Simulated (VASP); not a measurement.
# SiGe2C2 (P4/mmm) in VASP: notebook, part 2 of 2

VASP 6.6.1.

## (3) Relaxation of cell and atoms, PBE

This run uses another cell than the first one, of 16.38 Å³/atom.

Contents of INCAR:

```
  PREC = Accurate
  ENCUT = 600
  EDIFF = 1E-6
  ISMEAR = 0
  SIGMA = 0.1
  LREAL = F
  LASPH = T
  NELM = 100
  ALGO = Normal
  ISIF = 3
  LWAVE = F
  LCHARG = F
  GGA = PE
  IBRION = 2
  NSW = 100
  EDIFFG = -0.01
```

Contents of KPOINTS:

```
Automatic mesh
0
Gamma
  8 8 12
```

Contents of POSCAR:

```
SiGe2C2
1.0
    4.8715324962      0.0000000000      0.0000000000
    0.0000000000      4.8715324962      0.0000000000
    0.0000000000      0.0000000000      3.4505892513
Si Ge C
1 2 2
Direct
    0.5000000000      0.5000000000      0.5000000000
    0.0000000000      0.5000000000      0.5000000000
    0.5000000000      0.0000000000      0.5000000000
    0.0000000000      0.0000000000      0.0000000000
    0.5000000000      0.5000000000      0.0000000000
```

Potentials or basis: VASP PAW PBE potentials, release 64 (Si, Ge_d, C).

Started as:

```console
> cat potpaw_PBE.64/Si/POTCAR potpaw_PBE.64/Ge_d/POTCAR potpaw_PBE.64/C/POTCAR > POTCAR
> mpirun -np 1 vasp_std > vasp.out
```

OUTCAR:

```text
PREC = Accurate
   ENCUT = 600
   EDIFF = 1E-6
   ISMEAR = 0
   LREAL = F
   LASPH = T
   NELM = 100
   ISIF = 3
   GGA = PE
   IBRION = 2
   NSW = 100
   EDIFFG = -0.01

 ion  position               nearest neighbor table
   1  0.500  0.500  0.500-   5 1.73   5 1.73   2 2.44   3 2.44   3 2.44   2 2.44
   2  0.000  0.500  0.500-   1 2.44   1 2.44
   3  0.500  0.000  0.500-   1 2.44   1 2.44
   4  0.000  0.000  0.000-
   5  0.500  0.500  0.000-   1 1.73   1 1.73

  LATTYP: Found a simple tetragonal cell.
 ALAT       =     4.8715324962
 C/A-ratio  =     0.7083169935

  Lattice vectors:

 A1 = (   4.8715324962,   0.0000000000,   0.0000000000)
[... 305 lines left out ...]
  ---------------------------------------------------
  ext. energy  EPLUGINS =         0.00000000
  ---------------------------------------------------
  free energy    TOTEN  =       -22.69643165 eV

  energy without entropy =      -22.67492090  energy(sigma->0) =      -22.68567628

 E-fermi :   4.7595     XC(G=0): -10.3758

 val. band max:        4.7588927117   @ k =   0.1250   0.0000   0.1667
 cond. band min:       4.7600507267   @ k =   0.5000   0.1250   0.5000
 fundamental gap:      0.0011580151
 Fermi energy:         4.7594804472

 k-point     1 :       0.0000    0.0000    0.0000
  band No.  band energies     occupation
      1     -20.0040      2.00000
      2     -19.9896      2.00000
      3     -19.9731      2.00000
      4     -19.9731      2.00000
      5     -19.9436      2.00000
      6     -19.9249      2.00000
[... 637 lines left out ...]
     23       7.1507      0.00000
     24       7.6695      0.00000

 [... further k-points ...]

------------------------ aborting loop because EDIFF is reached ----------------------------------------

  FORCE on cell =-STRESS in cart. coord.  units (eV):
  Direction    XX          YY          ZZ          XY          YZ          ZX
  --------------------------------------------------------------------------------------
  -------------------------------------------------------------------------------------
  Total       -0.0315352     -0.0315352      0.0439529      0.0000000     -0.0000000      0.0000000
  in kB       -0.6152020     -0.6152020      0.8574536      0.0000000     -0.0000000      0.0000000
  external PRESSURE =      -0.1243168 kB  Pullay stress =       0.0000000 kB
[... 20 lines left out ...]
  FREE ENERGIE OF THE ION-ELECTRON SYSTEM (eV)
  ---------------------------------------------------
  free  energy   TOTEN  =       -22.6964316459 eV

  energy  without entropy=      -22.6749209044  energy(sigma->0) =      -22.68567628

 reached required accuracy - stopping structural energy minimisation
```

Run time: 13 min. Hardware: 1 thread of Intel Xeon Platinum 8259CL at 2.50GHz (Skylake/Cascade Lake), shared host; peak memory 0.38 GiB.

Results:

```
Free energy                           : -22.6964 eV
Relaxed volume                        : 16.43 Å³/atom
Relaxed cell                          : a = 4.873 Å, b = 4.873 Å, c = 3.458 Å, α = 90.00°, β = 90.00°, γ = 90.00°
Space group after relaxing (to 0.1 Å) : P4/mmm (No. 123)
Energy gained by relaxing             : 0.1 meV/atom
Ionic steps                           : 4
Pressure after relaxing               : 0.0 GPa
Band gap on the k mesh                : zero (bands 20 and 21 overlap by 1.93 eV)
```

Step by step:
```csv
step,energy change (eV),largest force (eV/Å),pressure (GPa),volume (Å³)
1,0.0000,0.0000,0.33,81.89
2,-0.0002,0.0000,-0.26,82.29
3,-0.0004,0.0000,-0.05,82.12
4,-0.0004,0.0000,-0.01,82.13
```

Final structure:
```
Si Ge C
1.0
     4.87342    0.00000    0.00000
     0.00000    4.87342    0.00000
     0.00000    0.00000    3.45796
Si Ge C
1 2 2
Direct
  0.50000 0.50000 0.50000
  0.00000 0.50000 0.50000
  0.50000 0.00000 0.50000
  0.00000 0.00000 0.00000
  0.50000 0.50000 0.00000
```
